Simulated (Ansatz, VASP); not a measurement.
## BP: VASP beside Ansatz

```
B P
1.0
     0.00000    2.25122    2.25122
     2.25122    0.00000    2.25122
     2.25122    2.25122    0.00000
B P
1 1
Direct
  0.00000 0.00000 0.00000
  0.25000 0.25000 0.25000
```

Alike in both runs: task single point; functional PBE; k mesh 8 × 8 × 8; no spin polarisation.

|  | VASP | Ansatz |
| --- | --- | --- |
| version | VASP 6.6.1 | Ansatz 0.2.0 |
| potentials or method | VASP PAW PBE potentials, release 64 (B, P) | plane waves, PAW |
| plane-wave cutoff (eV) | 520 | 420 |
| occupations | gaussian, width 0.01 eV | fixed |
| valence electrons in the cell | 8 | 8 |

|  | VASP | Ansatz | Ansatz less VASP |
| --- | --- | --- | --- |
| gap on the k mesh at the Fermi level (eV) | 1.24 | 1.24 | +0.004 |
| pressure (GPa) | 5.0 | 5.3 | +0.25 |
